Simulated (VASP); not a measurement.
Al:

```
Al
1.0
     2.82708    0.00000    0.00000
    -1.41354    2.44832    0.00000
     0.00000    0.00000    9.18599
Al
4
Direct
  0.00000 0.00000 0.00000
  0.00000 0.00000 0.50000
  0.33333 0.66667 0.25000
  0.66667 0.33333 0.75000
```

This isn't the form of Al at room conditions, which is fcc.

* Program: VASP 6.6.1
* Task: relaxation of cell and atoms
* Functional: PBEsol
* Potentials or basis: VASP PAW PBE potentials, release 64 (Al)
* Cutoff: 600 eV
* k mesh: 10 × 10 × 3
* Occupations: fermi-dirac, width 0.1 eV
* Spin: no spin polarisation

At the start: pressure 1.8 GPa; volume 15.90 Å³/atom.

Problem. How do energy, volume and symmetry change on relaxing?

Solution. Over 4 steps the energy falls by 3.2 meV/atom and the volume is 16.23 Å³/atom (+2.1 %); space group P6_3/mmc (No. 194, to 0.1 Å) before and after.

Step by step:
| step | energy change (eV) | largest force (eV/Å) | pressure (GPa) | volume (Å³) |
| --- | --- | --- | --- | --- |
| 1 | 0.0000 | 0.0000 | 1.83 | 63.58 |
| 2 | -0.0122 | 0.0000 | -0.40 | 65.26 |
| 3 | -0.0125 | 0.0000 | -0.15 | 65.06 |
| 4 | -0.0127 | 0.0000 | 0.01 | 64.94 |

Final structure:
```cif
data_structure
_symmetry_space_group_name_H-M 'P 1'
_symmetry_Int_Tables_number 1
_cell_length_a 2.8338
_cell_length_b 2.8338
_cell_length_c 9.3380
_cell_angle_alpha 90.000
_cell_angle_beta 90.000
_cell_angle_gamma 120.000
_cell_volume 64.94
loop_
_atom_site_label
_atom_site_type_symbol
_atom_site_fract_x
_atom_site_fract_y
_atom_site_fract_z
_atom_site_occupancy
Al1 Al 0.00000 0.00000 0.00000 1
Al2 Al 0.00000 0.00000 0.50000 1
Al3 Al 0.33333 0.66667 0.25000 1
Al4 Al 0.66667 0.33333 0.75000 1
```

Caveat: the PAW data sets were made with another functional, which shifts forces and pressure a little.
